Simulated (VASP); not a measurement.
Here is a VASP 6.6.1 calculation.

Contents of INCAR:

```
SYSTEM = BAs
ALGO = Normal
EDIFF = 1E-6
ENCUT = 520
GGA = PE
ISIF = 2
ISMEAR = -1
LASPH = .True.
LCHARG = .False.
LREAL = .False.
LWAVE = .False.
NBANDS = 11
NELM = 100
PREC = Accurate
SIGMA = 0.05
```

Contents of KPOINTS:

```
k-points
0
Gamma
  10 10 10
  0 0 0
```

The input POSCAR:

```
BAs
1.0
    0.0000000000      2.3724693156      2.3724693156
    2.3724693156      0.0000000000      2.3724693156
    2.3724693156      2.3724693156      0.0000000000
As B
1 1
Direct
    0.7500000000      0.7500000000      0.7500000000
    0.0000000000      0.0000000000      0.0000000000
```

Potentials or basis: VASP PAW PBE potentials, release 64 (As, B).

Command:

```bash
$ cat potpaw_PBE.64/As/POTCAR potpaw_PBE.64/B/POTCAR > POTCAR
$ mpirun -np 1 vasp_std > vasp.out
```

Q: Estimate the band gap on the k mesh.

A: 1.15 eV, indirect (least direct gap 3.30 eV).

Q: Estimate the pressure.

A: 6.5 GPa.

 A k mesh can miss the band edges.
